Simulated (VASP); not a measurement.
# WS2 (P6_3/mmc) in VASP: single point with LDA

Aim: the single point of WS2 with LDA.

Program: VASP 6.6.1. These are calculated values, not measurements. Logs are shortened: lines on timing, memory, paths and dates and some standing lists are left out, and cuts for length are marked.

### Step 1. The cell of the first run

It takes space group P6_3/mmc (No. 194, hexagonal). The conventional cell has a = 3.180 Å, b = 3.180 Å, c = 12.500 Å, α = 90.00°, β = 90.00°, γ = 120.00°. W (site symmetry -6m2) has 6 S at 2.40 Å and 6 W at 3.18 Å within 3.2 Å. Within 3.2 Å of S (site symmetry 3m) lie 3 W at 2.40 Å and 7 S at 3.09 to 3.18 Å.

### Step 2. Single point, LDA

INCAR

```
SYSTEM = WS2
ALGO = Normal
EDIFF = 1E-7
ENCUT = 520
ISIF = 2
ISMEAR = 0
LASPH = .True.
LCHARG = .True.
LELF = .True.
LREAL = .False.
LVHAR = .True.
LWAVE = .False.
NBANDS = 35
NELM = 60
PREC = Accurate
SIGMA = 0.01
```

KPOINTS

```
k-points
0
Gamma
  10 10 3
  0 0 0
```

POSCAR

```
WS2
1.0
    3.1800000000      0.0000000000      0.0000000000
   -1.5900000000      2.7539607840      0.0000000000
    0.0000000000      0.0000000000     12.5000000000
W S
2 4
Direct
    0.3333333333      0.6666666667      0.2500000000
    0.6666666667      0.3333333333      0.7500000000
    0.3333333333      0.6666666667      0.6264404300
    0.6666666667      0.3333333333      0.1264404300
    0.3333333333      0.6666666667      0.8735595700
    0.6666666667      0.3333333333      0.3735595700
```

Potentials or basis: VASP PAW LDA potentials, release 64 (W_sv, S).

On the command line:

```sh
> cat potpaw_LDA.64/W_sv/POTCAR potpaw_LDA.64/S/POTCAR > POTCAR
> mpirun -np 1 vasp_std > vasp.out
```

OUTCAR:

```text
SYSTEM = WS2
   EDIFF = 1E-7
   ENCUT = 520
   ISIF = 2
   ISMEAR = 0
   LASPH = .True.
   LREAL = .False.
   NELM = 60
   PREC = Accurate

 ion  position               nearest neighbor table
   1  0.333  0.667  0.250-   4 2.40   6 2.40   4 2.40   6 2.40   4 2.40   6 2.40
   2  0.667  0.333  0.750-   3 2.40   5 2.40   3 2.40   5 2.40   3 2.40   5 2.40
   3  0.333  0.667  0.626-   2 2.40   2 2.40   2 2.40
   4  0.667  0.333  0.126-   1 2.40   1 2.40   1 2.40
   5  0.333  0.667  0.874-   2 2.40   2 2.40   2 2.40
   6  0.667  0.333  0.374-   1 2.40   1 2.40   1 2.40

  LATTYP: Found a hexagonal cell.
 ALAT       =     3.1800000000
 C/A-ratio  =     3.9308176101

  Lattice vectors:

 A1 = (   3.1800000000,   0.0000000000,   0.0000000000)
 A2 = (  -1.5900000000,   2.7539607840,   0.0000000000)
 A3 = (   0.0000000000,   0.0000000000,  12.5000000000)

Analysis of symmetry for initial positions (statically):
=====================================================================
 Subroutine PRICEL returns:
 Original cell was already a primitive cell.

 Routine SETGRP: Setting up the symmetry group for a
 hexagonal supercell.

 Subroutine GETGRP returns: Found 24 space group operations
 (whereof 12 operations were pure point group operations)
 out of a pool of 24 trial point group operations.

The static configuration has the point symmetry D_3d.
 The point group associated with its full space group is D_6h.

Analysis of symmetry for dynamics (positions and initial velocities):
=====================================================================
 Subroutine PRICEL returns:
 Original cell was already a primitive cell.

 Routine SETGRP: Setting up the symmetry group for a
 hexagonal supercell.

 Subroutine GETGRP returns: Found 24 space group operations
 (whereof 12 operations were pure point group operations)
 out of a pool of 24 trial point group operations.

The dynamic configuration has the point symmetry D_3d.
 The point group associated with its full space group is D_6h.

 Subroutine INISYM returns: Found 24 space group operations
 (whereof 12 operations are pure point group operations),
 and found     1 'primitive' translations

----------------------------------------------------------------------------------------

                                     Primitive cell

  volume of cell :     109.4699

  direct lattice vectors                    reciprocal lattice vectors
     3.180000000  0.000000000  0.000000000     0.314465409  0.181556688  0.000000000
    -1.590000000  2.753960784  0.000000000     0.000000000  0.363113377  0.000000000
     0.000000000  0.000000000 12.500000000     0.000000000  0.000000000  0.080000000

  length of vectors
     3.180000000  3.180000000 12.500000000     0.363113377  0.363113377  0.080000000

  position of ions in fractional coordinates (direct lattice)
     0.333333333  0.666666667  0.250000000
     0.666666667  0.333333333  0.750000000
     0.333333333  0.666666667  0.626440430
     0.666666667  0.333333333  0.126440430
     0.333333333  0.666666667  0.873559570
     0.666666667  0.333333333  0.373559570

  ion indices of the primitive-cell ions
   primitive index   ion index
                 1           1
                 2           2
                 3           3
                 4           4
                 5           5
                 6           6

----------------------------------------------------------------------------------------

 KPOINTS: k-points

Automatic generation of k-mesh.
 Grid dimensions read from file:
 generate k-points for:   10   10    3

 Generating k-lattice:

  Cartesian coordinates                     Fractional coordinates (reciprocal lattice)
     0.031446541  0.018155669  0.000000000     0.100000000  0.000000000  0.000000000
     0.000000000  0.036311338  0.000000000     0.000000000  0.100000000  0.000000000
     0.000000000  0.000000000  0.026666667     0.000000000  0.000000000  0.333333333

  Length of vectors
     0.036311338  0.036311338  0.026666667

  Shift w.r.t. Gamma in fractional coordinates (k-lattice)
     0.000000000  0.000000000  0.000000000

 Subroutine IBZKPT returns following result:
 ===========================================

 Found     28 irreducible k-points:

 Following reciprocal coordinates:
            Coordinates               Weight
  0.000000  0.000000  0.000000      1.000000
  0.100000  0.000000  0.000000      6.000000
  0.200000  0.000000  0.000000      6.000000
  0.300000 -0.000000  0.000000      6.000000
  0.400000  0.000000  0.000000      6.000000
  0.500000  0.000000  0.000000      3.000000
[... 16 lines left out ...]
  0.300000  0.100000  0.333333     24.000000
  0.400000  0.100000  0.333333     24.000000
 [... further k-points ...]
   k-points           NKPTS =     28   k-points in BZ     NKDIM =     28   number of bands    NBANDS=     35
   number of dos      NEDOS =    301   number of ions     NIONS =      6
   total plane-waves  NPLWV =  55296
   dimension x,y,z NGX =    24 NGY =   24 NGZ =   96
   dimension x,y,z NGXF=    48 NGYF=   48 NGZF=  192
   ions per type =               2   4
   NGX,Y,Z   is equivalent  to a cutoff of  12.55, 12.55, 12.77 a.u.
   NGXF,Y,Z  is equivalent  to a cutoff of  25.09, 25.09, 25.54 a.u.
 SYSTEM =  WS2
   PREC   = accura    normal or accurate (medium, high low for compatibility)
   ISTART =      0    job   : 0-new  1-cont  2-samecut
   ICHARG =      2    charge: 1-file 2-atom 10-const
   ISPIN  =      1    spin polarized calculation?
   LNONCOLLINEAR =      F non collinear calculations
   LSORBIT =      F    spin-orbit coupling
   LASPH  =      T    aspherical Exc in radial PAW
   ENCUT  =  520.0 eV  38.22 Ry    6.18 a.u.   5.91  5.91 23.24*2*pi/ulx,y,z
   NELM   =     60;   NELMIN=  2; NELMDL= -5     # of ELM steps
   EDIFF  = 0.1E-06   stopping-criterion for ELM
   LREAL  =      F    real-space projection
   EDIFFG = 0.1E-05   stopping-criterion for IOM
   NSW    =      0    number of steps for IOM
   IBRION =     -1    ionic relax: 0-MD 1-quasi-New 2-CG
   NFREE  =      0    steps in history (QN), initial steepest desc. (CG)
   ISIF   =      2    stress and relaxation
   ISYM   =      2    0-nonsym 1-usesym 2-fastsym
   POTIM  = 0.5000    time-step for ionic-motion
   TEBEG  =    0.0;   TEEND  =   0.0 temperature during run
   PSTRESS=    0.0 pullay stress
   NELECT =      52.0000    total number of electrons
   NUPDOWN=      -1.0000    fix difference up-down
   EMIN   =  10.00;   EMAX   =-10.00  energy-range for DOS
   EFERMI =   0.00;   METHOD = LEGACY
   ISMEAR =     0;   SIGMA  =   0.01  broadening in eV -4-tet -1-fermi 0-gaus
   EFERMI_NEDOS =   21; number of points for ismear=-14 and -15
   IALGO  =     38    algorithm
   IMIX   =      4    mixing-type and parameters
     AMIX     =   0.40;   BMIX     =  1.00
     AMIX_MAG =   1.60;   BMIX_MAG =  1.00
  volume/ion in A,a.u.               =      18.24       123.12
  Fermi-wavevector in a.u.,A,eV,Ry     =   1.277353  2.413847 22.199688  1.631631
  Thomas-Fermi vector in A             =   2.409958
   LORBIT       =      0    0 simple, 1 ext, 2 COOP (PROOUT), +10 PAW based schemes
   GGA     = CA    functional components
   LHFCALC =     F    Hartree Fock is set to
   AEXX    =    0.0000 exact exchange contribution
   IVDW    =     0    specifies the selected vdW correction
   LEPSILON=     F    determine dielectric tensor
   LRPA    =     F    only Hartree local field effects (RPA)
 non-spin polarized calculation
 Gauss-broadening in eV      SIGMA  =   0.01
  energy-cutoff  :      520.00
  volume of cell :      109.47
 maximum number of plane-waves:      2976
 NGX is ok and might be reduce to    24
   NGX = 11   NGY = 11   NGZ = 47

 number of electron      52.0000003 magnetization

 Free energy of the ion-electron system (eV)
  ---------------------------------------------------
  ext. energy  EPLUGINS =         0.00000000
  ---------------------------------------------------
  free energy    TOTEN  =       -52.46155738 eV

  energy without entropy =      -52.46155738  energy(sigma->0) =      -52.46155738

 E-fermi :   7.1978     XC(G=0): -11.0550

 val. band max:        7.0164779734   @ k =   0.0000   0.0000   0.0000
 cond. band min:       8.0738137028   @ k =   0.2000   0.2000   0.0000
 fundamental gap:      1.0573357294
 Fermi energy:         7.1978077926

 k-point     1 :       0.0000    0.0000    0.0000
  band No.  band energies     occupation
      1     -67.2114      2.00000
      2     -67.2114      2.00000
      3     -31.7294      2.00000
      4     -31.7293      2.00000
      5     -31.5720      2.00000
      6     -31.5720      2.00000
[... 27 lines left out ...]
     34       9.5228      0.00000
     35      11.4980      0.00000

 k-point     2 :       0.1000    0.0000    0.0000
  band No.  band energies     occupation
      1     -67.2097      2.00000
      2     -67.2097      2.00000
      3     -31.7232      2.00000
      4     -31.7232      2.00000
      5     -31.6060      2.00000
      6     -31.6060      2.00000
[... 27 lines left out ...]
     34       9.5400      0.00000
     35      12.2476      0.00000

 k-point     3 :       0.2000    0.0000    0.0000
  band No.  band energies     occupation
      1     -67.2053      2.00000
      2     -67.2053      2.00000
      3     -31.7071      2.00000
      4     -31.7071      2.00000
      5     -31.6941      2.00000
      6     -31.6941      2.00000
[... 27 lines left out ...]
     34      10.2303      0.00000
     35      13.4729      0.00000
[... 723 lines left out ...]
 k-point    23 :       0.3000    0.1000    0.3333
  band No.  band energies     occupation
      1     -67.1968      2.00000
      2     -67.1968      2.00000
      3     -31.8460      2.00000
      4     -31.8460      2.00000
      5     -31.6760      2.00000
      6     -31.6759      2.00000
[... 27 lines left out ...]
     34      11.2012      0.00000
     35      12.9037      0.00000

 k-point    24 :       0.4000    0.1000    0.3333
  band No.  band energies     occupation
      1     -67.1937      2.00000
      2     -67.1937      2.00000
      3     -31.9008      2.00000
      4     -31.9008      2.00000
      5     -31.6724      2.00000
      6     -31.6724      2.00000
[... 27 lines left out ...]
     34      11.0127      0.00000
     35      11.8418      0.00000

 [... further k-points ...]
[... 5 lines left out ...]
  --------------------------------------------------------------------------------------
  -------------------------------------------------------------------------------------
  Total       -3.2307577     -3.2307577     -0.5407368      0.0000000      0.0000000      0.0000000
  in kB      -47.2846400    -47.2846400     -7.9141013      0.0000000      0.0000000      0.0000000
  external PRESSURE =     -34.1611271 kB  Pullay stress =       0.0000000 kB

 VOLUME and BASIS-vectors are now :
 -----------------------------------------------------------------------------
  energy-cutoff  :      520.00
  volume of cell :      109.47
      direct lattice vectors                 reciprocal lattice vectors
     3.180000000  0.000000000  0.000000000     0.314465409  0.181556688  0.000000000
    -1.590000000  2.753960784  0.000000000     0.000000000  0.363113377  0.000000000
     0.000000000  0.000000000 12.500000000     0.000000000  0.000000000  0.080000000

 POSITION                                       TOTAL-FORCE (eV/Angst)
 -----------------------------------------------------------------------------------
     -0.00000      1.83597      3.12500        -0.000000      0.000000      0.000000
      1.59000      0.91799      9.37500         0.000000     -0.000000      0.000000
     -0.00000      1.83597      7.83051         0.000000      0.000000     -0.048000
      1.59000      0.91799      1.58051         0.000000      0.000000     -0.048000
     -0.00000      1.83597     10.91949         0.000000      0.000000      0.048000
      1.59000      0.91799      4.66949        -0.000000      0.000000      0.048000
 -----------------------------------------------------------------------------------
    total drift:                               -0.000000      0.000000     -0.000000

  FREE ENERGIE OF THE ION-ELECTRON SYSTEM (eV)
  ---------------------------------------------------
  free  energy   TOTEN  =       -52.4615573774 eV

  energy  without entropy=      -52.4615573774  energy(sigma->0) =      -52.46155738
```

Run time: 67 s. Hardware: 1 thread of Intel Xeon Platinum 8375C at 2.90GHz (Ice Lake), shared host; peak memory 0.24 GiB.

What came out:

```yaml
Free_energy: -52.4616 eV
Pressure: -3.4 GPa
Largest_force: 0.048 eV/Å
Band_gap_on_the_k_mesh: 1.06 eV, indirect (least direct gap 2.06 eV)
```

Forces in eV/Å, atoms in the order of the input:
```
W    0.000  0.000  0.000
W    0.000  0.000  0.000
S    0.000  0.000 -0.048
S    0.000  0.000 -0.048
S    0.000  0.000  0.048
S    0.000  0.000  0.048
```

Levels at points of the mesh, in eV from the valence-band top:
```csv
k point,band 22,band 23,band 24,band 25,band 26,band 27,band 28,band 29,band 30,band 31
"(0.00, 0.00, 0.00)",-2.39,-2.39,-1.56,-1.13,0.00,2.19,2.19,2.19,2.19,2.36
"(0.50, 0.00, 0.00)",-2.68,-2.07,-1.92,-1.70,-1.55,2.08,2.12,2.47,2.68,3.05
```

Caveat: spin-orbit coupling is left out, which moves the levels of the heavy elements.
